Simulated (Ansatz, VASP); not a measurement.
VRu: VASP beside Ansatz

```
CELL_PARAMETERS angstrom
2.94837 0.00000 0.00000
0.00000 2.94837 0.00000
0.00000 0.00000 2.94837
ATOMIC_POSITIONS crystal
V 0.50000 0.50000 0.50000
Ru 0.00000 0.00000 0.00000
```

Alike in both runs: functional LDA; k mesh 14 × 14 × 14; occupations fermi-dirac, width 0.05 eV; collinear spin.

Ansatz relaxed the structure, and its values are those at the end. VASP's run is a single point on that final structure, the one shown.

|  | VASP | Ansatz |
| --- | --- | --- |
| version | VASP 6.6.1 | Ansatz 0.2.0 |
| potentials or method | VASP PAW LDA potentials, release 64 (V_sv, Ru_pv) | PAW with Ansatz's default frozen-core files, scalar-relativistic |
| plane-wave cutoff (eV) | 520 | 420 |
| valence electrons in the cell | 27 | 29 |

|  | VASP | Ansatz | Ansatz less VASP |
| --- | --- | --- | --- |
| gap on the k mesh at the Fermi level (eV) | none | none | - |
| pressure (GPa) | 0.8 | 0.0 | -0.82 |
| net moment per atom (μB) | 0.00 | 0.00 | -0.001 |

LDA's correlation is that of Perdew and Zunger in VASP and of Perdew and Wang (1992) in Ansatz. A gap of «none» marks a metal or a gap that the smearing closes. VASP's potentials hold 27 valence electrons a cell and Ansatz's 29, so a difference there can come from the potentials and not from the codes. Ansatz's warnings: seeded moment not kept.
